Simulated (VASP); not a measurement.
A run of VASP 6.6.1:

File INCAR:

```
PREC = Accurate ; ENCUT = 520
EDIFF = 1E-6 ; ISMEAR = 0
SIGMA = 0.03 ; LREAL = F
LASPH = T ; NELM = 80
ALGO = Normal ; ISIF = 2
LWAVE = F ; LCHARG = F
NBANDS = 28
```

KPOINTS

```
Automatic mesh
0
Gamma
  10 10 8
```

Contents of POSCAR:

```
SnO
1.0
    3.8020000000      0.0237625000      0.0000000000
    0.0237625000      3.8020000000      0.0000000000
    0.0000000000      0.0000000000      4.8360000000
Sn O
2 2
Direct
    0.0000000000      0.5000000000      0.2385000000
    0.5000000000      0.0000000000      0.7615000000
    0.0000000000      0.0000000000      0.0000000000
    0.5000000000      0.5000000000      0.0000000000
```

Potentials or basis: VASP PAW LDA potentials, release 64 (Sn_d, O).

Launch:

```console
$ cat potpaw_LDA.64/Sn_d/POTCAR potpaw_LDA.64/O/POTCAR > POTCAR
$ mpirun -np 1 vasp_std > vasp.out
```

Hardware: 1 thread of Intel(R) Xeon(R) 6975P-C (Granite Rapids) (shared host).

Q: Estimate the wall time of this run.

A: Wall time 93 s on 1 thread of Intel(R) Xeon(R) 6975P-C (Granite Rapids), with other jobs on the host, peak memory 0.33 GiB. Counts: scf iterations 14, k points 155.
